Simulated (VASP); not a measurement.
A run of VASP 6.6.1 is set up as follows.

INCAR

```
SYSTEM = ScSbSe3
  ALGO = Normal
  EDIFF = 1E-7
  ENCUT = 520
  GGA = PE
  ISIF = 2
  ISMEAR = 0
  ISPIN = 2
  LASPH = .TRUE.
  LCHARG = .TRUE.
  LELF = .TRUE.
  LMAXMIX = 4
  LORBIT = 11
  LREAL = .FALSE.
  LVHAR = .TRUE.
  LWAVE = .FALSE.
  MAGMOM = 1 0 0 0 0
  NBANDS = 29
  NELM = 150
  PREC = Accurate
  SIGMA = 0.1
```

The input KPOINTS:

```
k-points
0
G
  4 4 2
  0 0 0
```

Contents of POSCAR:

```
ScSbSe3
1.0
    4.0723273632      0.0000000000      0.0000000000
    0.0000000000      4.0723273632      0.0000000000
    0.0000000000      0.0000000000      7.9275319397
Sc Sb Se
1 1 3
Direct
    0.5000000000      0.5000000000      0.0000000000
    0.0000000000      0.0000000000      0.0000000000
    0.0000000000      0.0000000000      0.3388255462
    0.0000000000      0.0000000000      0.6611744538
    0.5000000000      0.5000000000      0.5000000000
```

Potentials or basis: VASP PAW PBE potentials, release 64 (Sc_sv, Sb, Se).

Launch:

```sh
$ cat potpaw_PBE.64/Sc_sv/POTCAR potpaw_PBE.64/Sb/POTCAR potpaw_PBE.64/Se/POTCAR > POTCAR
$ mpirun -np 1 vasp_std > vasp.out
```

Q: Predict the largest force.

A: 0.005 eV/Å.

Q: Predict the net moment.

A: 0.00 μB per cell.

Q: Predict the band gap on the k mesh.

A: Zero (filled and empty bands overlap).

Q: Predict the pressure.

A: 0.0 GPa.

Forces in eV/Å, atoms in the order of the input:
```
Sc   0.000  0.000  0.000
Sb   0.000  0.000  0.000
Se   0.000  0.000  0.005
Se   0.000  0.000 -0.005
Se   0.000  0.000  0.000
```

Caveat: the k points lie up to 0.40 Å⁻¹ apart, too coarse for converged energies and pressures of a metal; spin-orbit coupling is left out, which moves the levels of the heavy elements.
